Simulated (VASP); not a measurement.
# Zn: single point with LDA

Zn:

```xyz
2
Lattice="2.5532 0.0000 0.0000 -1.2766 2.2111 0.0000 0.0000 0.0000 4.8397" Properties=species:S:1:pos:R:3 pbc="T T T"
Zn    0.0000    1.4741    1.2099
Zn    1.2766    0.7370    3.6298
```

| Item | Value |
| --- | --- |
| Program | VASP 6.6.1 |
| Task | single point |
| Functional | LDA |
| Potentials or basis | VASP PAW LDA potentials, release 64 (Zn) |
| Cutoff | 520 eV |
| k mesh | 18 × 18 × 8 |
| Occupations | gaussian, width 0.1 eV |
| Spin | no spin polarisation |

The pressure is 0.7 GPa. The band gap on the k mesh is zero (band 12 reaches 5.47 eV, above the bottom of band 13 at 0.44 eV).

Stress tensor (GPa, compression positive):
```
0.89 0.00 0.00
0.00 0.89 0.00
0.00 0.00 0.38
```

Levels at points of the mesh, in eV from the Fermi level:
| k point | band 10 | band 11 | band 12 | band 13 | band 14 | band 15 |
| --- | --- | --- | --- | --- | --- | --- |
| (0.00, 0.00, 0.00) | -7.45 | -7.45 | -4.37 | -3.35 | 13.69 | 17.75 |
| (0.50, 0.00, 0.00) | -7.20 | -3.20 | -2.25 | 2.62 | 3.55 | 4.48 |
| (0.00, 0.00, 0.50) | -7.55 | -7.55 | -7.55 | 4.41 | 4.41 | 20.49 |
| (0.50, 0.00, 0.50) | -7.21 | -2.26 | -2.26 | 0.32 | 0.32 | 10.41 |

Wall time 72 s on 1 thread of Intel(R) Xeon(R) Platinum 8259CL CPU @ 2.50GHz (Skylake/Cascade Lake) (shared host), peak memory 0.18 GiB.
